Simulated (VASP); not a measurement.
# Bi (Fm-3m) in VASP: further runs

The runs below take Bi through single point, with PBEsol.

Everything below comes from runs of VASP 6.6.1. Logs are shortened: lines on timing, memory, paths and dates and some standing lists are left out, and cuts for length are marked.

## 1. The cell of the first run

The structure is cubic, space group Fm-3m (No. 225). The conventional cell has a = 3.732 Å, b = 3.732 Å, c = 3.732 Å, α = 90.00°, β = 90.00°, γ = 90.00°. Within 3.5 Å of Bi (site symmetry m-3m) lie 12 Bi at 2.64 Å.

## 2. Single point, PBEsol

INCAR reads:

```
ALGO = Normal
EDIFF = 1E-6
ENCUT = 520
GGA = PS
ISIF = 2
ISMEAR = -1
LASPH = True
LCHARG = True
LELF = True
LREAL = False
LVHAR = True
LWAVE = False
NBANDS = 14
NELM = 80
PREC = Accurate
SIGMA = 0.08
```

KPOINTS reads:

```
k-points
0
Gamma
  17 17 17
```

POSCAR reads:

```
Bi
1.0
    0.0000000000      1.8659176805      1.8659176805
    1.8659176805      0.0000000000      1.8659176805
    1.8659176805      1.8659176805      0.0000000000
Bi
1
Direct
    0.0000000000      0.0000000000      0.0000000000
```

Potentials or basis: VASP PAW PBE potentials, release 64 (Bi_d).

Started as:

```bash
> cat potpaw_PBE.64/Bi_d/POTCAR > POTCAR
> mpirun -np 1 vasp_std > vasp.out
```

OUTCAR:

```text
EDIFF = 1E-6
   ENCUT = 520
   GGA = PS
   ISIF = 2
   ISMEAR = -1
   LASPH = True
   LREAL = False
   NELM = 80
   PREC = Accurate

 ion  position               nearest neighbor table
   1  0.000  0.000  0.000-

  LATTYP: Found a face centered cubic cell.
 ALAT       =     3.7318353610

  Lattice vectors:

 A1 = (   0.0000000000,   1.8659176805,   1.8659176805)
 A2 = (   1.8659176805,   0.0000000000,   1.8659176805)
 A3 = (   1.8659176805,   1.8659176805,   0.0000000000)

Analysis of symmetry for initial positions (statically):
=====================================================================
 Subroutine PRICEL returns:
 Original cell was already a primitive cell.

 Routine SETGRP: Setting up the symmetry group for a
 face centered cubic supercell.

 Subroutine GETGRP returns: Found 48 space group operations
 (whereof 48 operations were pure point group operations)
 out of a pool of 48 trial point group operations.

The static configuration has the point symmetry O_h .

Analysis of symmetry for dynamics (positions and initial velocities):
=====================================================================
 Subroutine PRICEL returns:
 Original cell was already a primitive cell.

 Routine SETGRP: Setting up the symmetry group for a
 face centered cubic supercell.

 Subroutine GETGRP returns: Found 48 space group operations
 (whereof 48 operations were pure point group operations)
 out of a pool of 48 trial point group operations.

The dynamic configuration has the point symmetry O_h .

 Subroutine INISYM returns: Found 48 space group operations
 (whereof 48 operations are pure point group operations),
 and found     1 'primitive' translations

----------------------------------------------------------------------------------------

                                     Primitive cell

  volume of cell :      12.9929

  direct lattice vectors                    reciprocal lattice vectors
     0.000000000  1.865917680  1.865917680    -0.267964662  0.267964662  0.267964662
     1.865917680  0.000000000  1.865917680     0.267964662 -0.267964662  0.267964662
     1.865917680  1.865917680  0.000000000     0.267964662  0.267964662 -0.267964662

  length of vectors
     2.638806090  2.638806090  2.638806090     0.464128409  0.464128409  0.464128409

  position of ions in fractional coordinates (direct lattice)
     0.000000000  0.000000000  0.000000000

  ion indices of the primitive-cell ions
   primitive index   ion index
                 1           1

----------------------------------------------------------------------------------------

 KPOINTS: k-points

Automatic generation of k-mesh.
 Grid dimensions read from file:
 generate k-points for:   17   17   17

 Generating k-lattice:

  Cartesian coordinates                     Fractional coordinates (reciprocal lattice)
    -0.015762627  0.015762627  0.015762627     0.058823529  0.000000000  0.000000000
     0.015762627 -0.015762627  0.015762627     0.000000000  0.058823529  0.000000000
     0.015762627  0.015762627 -0.015762627     0.000000000  0.000000000  0.058823529

  Length of vectors
     0.027301671  0.027301671  0.027301671

  Shift w.r.t. Gamma in fractional coordinates (k-lattice)
     0.000000000  0.000000000  0.000000000

 Subroutine IBZKPT returns following result:
 ===========================================

 Found    165 irreducible k-points:

 Following reciprocal coordinates:
            Coordinates               Weight
  0.000000  0.000000  0.000000      1.000000
  0.058824  0.000000  0.000000      8.000000
  0.117647  0.000000  0.000000      8.000000
  0.176471  0.000000  0.000000      8.000000
  0.235294  0.000000  0.000000      8.000000
  0.294118  0.000000  0.000000      8.000000
[... 16 lines left out ...]
 -0.176471  0.058824  0.000000     24.000000
 -0.117647  0.058824  0.000000     24.000000
 [... further k-points ...]
   k-points           NKPTS =    165   k-points in BZ     NKDIM =    165   number of bands    NBANDS=     14
   number of dos      NEDOS =    301   number of ions     NIONS =      1
   total plane-waves  NPLWV =   8000
   dimension x,y,z NGX =    20 NGY =   20 NGZ =   20
   dimension x,y,z NGXF=    40 NGYF=   40 NGZF=   40
   ions per type =               1
   NGX,Y,Z   is equivalent  to a cutoff of  12.60, 12.60, 12.60 a.u.
   NGXF,Y,Z  is equivalent  to a cutoff of  25.20, 25.20, 25.20 a.u.
 SYSTEM =  unknown system
   PREC   = accura    normal or accurate (medium, high low for compatibility)
   ISTART =      0    job   : 0-new  1-cont  2-samecut
   ICHARG =      2    charge: 1-file 2-atom 10-const
   ISPIN  =      1    spin polarized calculation?
   LNONCOLLINEAR =      F non collinear calculations
   LSORBIT =      F    spin-orbit coupling
   LASPH  =      T    aspherical Exc in radial PAW
   ENCUT  =  520.0 eV  38.22 Ry    6.18 a.u.   4.91  4.91  4.91*2*pi/ulx,y,z
   NELM   =     80;   NELMIN=  2; NELMDL= -5     # of ELM steps
   EDIFF  = 0.1E-05   stopping-criterion for ELM
   LREAL  =      F    real-space projection
   EDIFFG = 0.1E-04   stopping-criterion for IOM
   NSW    =      0    number of steps for IOM
   IBRION =     -1    ionic relax: 0-MD 1-quasi-New 2-CG
   NFREE  =      0    steps in history (QN), initial steepest desc. (CG)
   ISIF   =      2    stress and relaxation
   ISYM   =      2    0-nonsym 1-usesym 2-fastsym
   POTIM  = 0.5000    time-step for ionic-motion
   TEBEG  =    0.0;   TEEND  =   0.0 temperature during run
   PSTRESS=    0.0 pullay stress
   NELECT =      15.0000    total number of electrons
   NUPDOWN=      -1.0000    fix difference up-down
   EMIN   =  10.00;   EMAX   =-10.00  energy-range for DOS
   EFERMI =   0.00;   METHOD = LEGACY
   ISMEAR =    -1;   SIGMA  =   0.08  broadening in eV -4-tet -1-fermi 0-gaus
   EFERMI_NEDOS =   21; number of points for ismear=-14 and -15
   IALGO  =     38    algorithm
   IMIX   =      4    mixing-type and parameters
     AMIX     =   0.40;   BMIX     =  1.00
     AMIX_MAG =   1.60;   BMIX_MAG =  1.00
  volume/ion in A,a.u.               =      12.99        87.68
  Fermi-wavevector in a.u.,A,eV,Ry     =   1.717392  3.245400 40.129504  2.949435
  Thomas-Fermi vector in A             =   2.794400
   LORBIT       =      0    0 simple, 1 ext, 2 COOP (PROOUT), +10 PAW based schemes
   GGA     = PS    functional components
   LHFCALC =     F    Hartree Fock is set to
   AEXX    =    0.0000 exact exchange contribution
   IVDW    =     0    specifies the selected vdW correction
   LEPSILON=     F    determine dielectric tensor
   LRPA    =     F    only Hartree local field effects (RPA)
 non-spin polarized calculation
  energy-cutoff  :      520.00
  volume of cell :       12.99
 maximum number of plane-waves:       360
   NGX =  9   NGY =  9   NGZ =  9

 number of electron      15.0000006 magnetization

 Free energy of the ion-electron system (eV)
  ---------------------------------------------------
  ext. energy  EPLUGINS =         0.00000000
  ---------------------------------------------------
  free energy    TOTEN  =         4.53824615 eV

  energy without entropy =        4.54774390  energy(sigma->0) =        4.54299502

 E-fermi :  24.8585     XC(G=0): -15.3422

 val. band max:       24.8500301301   @ k =  -0.1765   0.2353   0.0588
 cond. band min:      24.8700296109   @ k =   0.3529   0.2941   0.0000
 fundamental gap:      0.0199994808
 Fermi energy:        24.8584981917

 k-point     1 :       0.0000    0.0000    0.0000
  band No.  band energies     occupation
      1      -1.2233      2.00000
      2      -1.2233      2.00000
      3      -1.2233      2.00000
      4      -0.1942      2.00000
      5      -0.1942      2.00000
      6       0.4121      2.00000
      7      30.2924      0.00000
      8      34.6823      0.00000
      9      34.6823      0.00000
     10      34.6823      0.00000
     11      42.2807      0.00000
     12      43.0866      0.00000
     13      43.0866      0.00000
     14      43.0866      0.00000

 k-point     2 :       0.0588    0.0000    0.0000
  band No.  band energies     occupation
      1      -1.2381      2.00000
      2      -1.1914      2.00000
      3      -1.1914      2.00000
      4      -0.2017      2.00000
      5      -0.2017      2.00000
      6       0.5562      2.00000
      7      30.3504      0.00000
      8      33.7156      0.00000
      9      34.7712      0.00000
     10      34.7712      0.00000
     11      41.6794      0.00000
     12      42.5663      0.00000
     13      42.5663      0.00000
     14      43.3431      0.00000

 k-point     3 :       0.1176    0.0000    0.0000
  band No.  band energies     occupation
      1      -1.2984      2.00000
      2      -1.1096      2.00000
      3      -1.1096      2.00000
      4      -0.2113      2.00000
      5      -0.2113      2.00000
      6       1.0095      2.00000
      7      30.0935      0.00000
      8      31.9430      0.00000
      9      34.9949      0.00000
     10      34.9949      0.00000
     11      39.8545      0.00000
     12      41.3545      0.00000
     13      41.3545      0.00000
     14      45.3846      0.00000

 k-point     4 :       0.1765    0.0000    0.0000
  band No.  band energies     occupation
      1      -1.4165      2.00000
      2      -1.0226      2.00000
      3      -1.0226      2.00000
      4      -0.1833      2.00000
      5      -0.1833      2.00000
      6       1.7970      2.00000
      7      27.9299      0.00000
      8      31.5372      0.00000
      9      35.1894      0.00000
     10      35.1894      0.00000
     11      38.5656      0.00000
     12      40.0331      0.00000
     13      40.0331      0.00000
     14      46.4242      0.00000

 k-point     5 :       0.2353    0.0000    0.0000
  band No.  band energies     occupation
      1      -1.5752      2.00000
      2      -0.9887      2.00000
      3      -0.9887      2.00000
      4      -0.0689      2.00000
      5      -0.0689      2.00000
      6       2.9187      2.00000
      7      24.9309      0.57578
      8      31.4737      0.00000
      9      35.0055      0.00000
     10      35.0055      0.00000
     11      38.2013      0.00000
[... 276 lines left out ...]
 k-point    22 :      -0.2353    0.0588    0.0000
  band No.  band energies     occupation
      1      -1.5967      2.00000
      2      -0.9976      2.00000
      3      -0.9520      2.00000
      4      -0.1572      2.00000
      5       0.0562      2.00000
      6       3.5292      2.00000
      7      23.9824      1.99996
      8      30.8200      0.00000
      9      33.3672      0.00000
     10      36.5362      0.00000
     11      37.1538      0.00000
     12      38.5945      0.00000
     13      41.0455      0.00000
     14      44.9251      0.00000

 k-point    23 :      -0.1765    0.0588    0.0000
  band No.  band energies     occupation
      1      -1.4450      2.00000
      2      -0.9997      2.00000
      3      -0.9700      2.00000
      4      -0.2852      2.00000
      5      -0.0881      2.00000
      6       2.2957      2.00000
      7      27.0566      0.00000
      8      31.0216      0.00000
      9      33.9059      0.00000
     10      36.7854      0.00000
     11      37.1351      0.00000
     12      39.4681      0.00000
     13      41.1774      0.00000
     14      44.2820      0.00000

 k-point    24 :      -0.1176    0.0588    0.0000
  band No.  band energies     occupation
      1      -1.3302      2.00000
      2      -1.0595      2.00000
      3      -1.0552      2.00000
      4      -0.2959      2.00000
      5      -0.1571      2.00000
      6       1.3860      2.00000
      7      29.7016      0.00000
      8      31.2418      0.00000
      9      33.9493      0.00000
     10      36.0689      0.00000
     11      38.3768      0.00000
     12      41.4363      0.00000
     13      41.5113      0.00000
     14      43.8120      0.00000

 [... further k-points ...]
[... 5 lines left out ...]
  --------------------------------------------------------------------------------------
  -------------------------------------------------------------------------------------
  Total       29.1979038     29.1979038     29.1979038      0.0000000      0.0000000      0.0000000
  in kB     3600.4337177   3600.4337177   3600.4337177      0.0000000      0.0000000      0.0000000
  external PRESSURE =    3600.4337177 kB  Pullay stress =       0.0000000 kB

 VOLUME and BASIS-vectors are now :
 -----------------------------------------------------------------------------
  energy-cutoff  :      520.00
  volume of cell :       12.99
      direct lattice vectors                 reciprocal lattice vectors
     0.000000000  1.865917680  1.865917680    -0.267964662  0.267964662  0.267964662
     1.865917680  0.000000000  1.865917680     0.267964662 -0.267964662  0.267964662
     1.865917680  1.865917680  0.000000000     0.267964662  0.267964662 -0.267964662

 POSITION                                       TOTAL-FORCE (eV/Angst)
 -----------------------------------------------------------------------------------
      0.00000      0.00000      0.00000         0.000000      0.000000      0.000000
 -----------------------------------------------------------------------------------
    total drift:                                0.000000     -0.000000      0.000000

  FREE ENERGIE OF THE ION-ELECTRON SYSTEM (eV)
  ---------------------------------------------------
  free  energy   TOTEN  =         4.5382461536 eV

  energy  without entropy=        4.5477438954  energy(sigma->0) =        4.54299502
```

Wall time 22 s (1 thread of Intel Xeon Platinum 8259CL at 2.50GHz (Skylake/Cascade Lake), shared host); peak memory 0.15 GiB.

Results:

* Free energy: 4.5382 eV
* Pressure: 360.0 GPa

Caveat: the PAW data sets were made with another functional, which shifts forces and pressure a little; spin-orbit coupling is left out, which moves the levels of the heavy elements.

## 3. Single point, PBEsol

INCAR reads:

```
SYSTEM = Bi
  ALGO = Normal
  EDIFF = 1E-6
  ENCUT = 520
  GGA = PS
  ISIF = 2
  ISMEAR = -1
  LASPH = .TRUE.
  LCHARG = .FALSE.
  LREAL = .FALSE.
  LWAVE = .FALSE.
  NBANDS = 14
  NELM = 100
  PREC = Accurate
  SIGMA = 0.08
```

KPOINTS reads:

```
k-points
0
G
  17 17 17
  0 0 0
```

POSCAR reads:

```
Bi
1.0
    0.0000000000      1.8656834901      1.8656834901
    1.8656834901      0.0000000000      1.8656834901
    1.8656834901      1.8656834901      0.0000000000
Bi
1
Direct
    0.0000000000      0.0000000000      0.0000000000
```

Potentials or basis: VASP PAW PBE potentials, release 64 (Bi_d).

Started as:

```bash
> cat potpaw_PBE.64/Bi_d/POTCAR > POTCAR
> mpirun -np 1 vasp_std > vasp.out
```

Wall time 21 s (1 thread of Intel Xeon Platinum 8259CL at 2.50GHz (Skylake/Cascade Lake), shared host); peak memory 0.14 GiB.

The run converged. Its results:

* Free energy: 4.5493 eV
* Pressure: 360.5 GPa

Levels at points of the mesh, in eV from the Fermi level:
| k point | band 3 | band 4 | band 5 | band 6 | band 7 | band 8 | band 9 | band 10 | band 11 | band 12 |
| --- | --- | --- | --- | --- | --- | --- | --- | --- | --- | --- |
| (0.00, 0.00, 0.00) | -26.09 | -25.06 | -25.06 | -24.45 | 5.43 | 9.82 | 9.82 | 9.82 | 17.42 | 18.23 |

Caveat: the PAW data sets were made with another functional, which shifts forces and pressure a little; spin-orbit coupling is left out, which moves the levels of the heavy elements.
